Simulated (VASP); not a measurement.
# Al2Cu: single point with PBEsol

Crystal: Al2Cu.

```
Al Cu
1.0
    -3.14635    3.14635    2.31725
     3.14635   -3.14635    2.31725
     3.14635    3.14635   -2.31725
Al Cu
4 2
Direct
  0.15932 0.65932 0.81864
  0.65932 0.84068 0.50000
  0.84068 0.34068 0.18136
  0.34068 0.15932 0.50000
  0.75000 0.75000 0.00000
  0.25000 0.25000 0.00000
```

- Program: VASP 6.6.1
- Task: single point
- Functional: PBEsol
- Potentials or basis: VASP PAW PBE potentials, release 64 (Al, Cu)
- Cutoff: 520 eV
- k mesh: 10 × 10 × 10
- Occupations: gaussian, width 0.15 eV
- Spin: no spin polarisation
- Dipole correction: no
- Further INCAR settings: ALGO = Fast; EDIFF = 1e-07; NBANDS = 26

```json
{
 "Pressure": "-4.6 GPa",
 "Largest force": "0.154 eV/Å",
 "Band gap on the k mesh": "zero (bands 17 and 18 overlap by 4.77 eV)"
}
```

Forces in eV/Å, atoms in the order of the input:
```
Al  -0.109 -0.109  0.000
Al   0.109 -0.109  0.000
Al   0.109  0.109  0.000
Al  -0.109  0.109  0.000
Cu   0.000  0.000  0.000
Cu   0.000  0.000  0.000
```

Stress tensor (GPa, compression positive):
```
-8.76  0.00  0.00
 0.00 -8.76  0.00
 0.00  0.00  3.81
```

Levels at points of the mesh, in eV from the Fermi level:
| k point | band 14 | band 15 | band 16 | band 17 | band 18 | band 19 | band 20 | band 21 |
| --- | --- | --- | --- | --- | --- | --- | --- | --- |
| (0.00, 0.00, 0.00) | -2.46 | -1.27 | -0.97 | -0.97 | -0.84 | 0.12 | 0.13 | 1.77 |
| (0.50, 0.00, 0.00) | -3.17 | -2.69 | -2.69 | -0.14 | -0.14 | 3.29 | 3.29 | 3.64 |
| (0.50, 0.50, 0.00) | -2.15 | -1.97 | -1.82 | -0.58 | -0.30 | 0.07 | 0.44 | 4.39 |
| (0.50, 0.50, 0.50) | -3.01 | -3.01 | -1.54 | 2.88 | 2.96 | 2.99 | 2.99 | 4.20 |

Run time: 4 min on 1 thread of AMD EPYC 9R45 96-Core Processor (Zen 5) (shared host), peak memory 0.34 GiB.

Caveat: the cell stands under tension; the PAW data sets were made with another functional, which shifts forces and pressure a little.
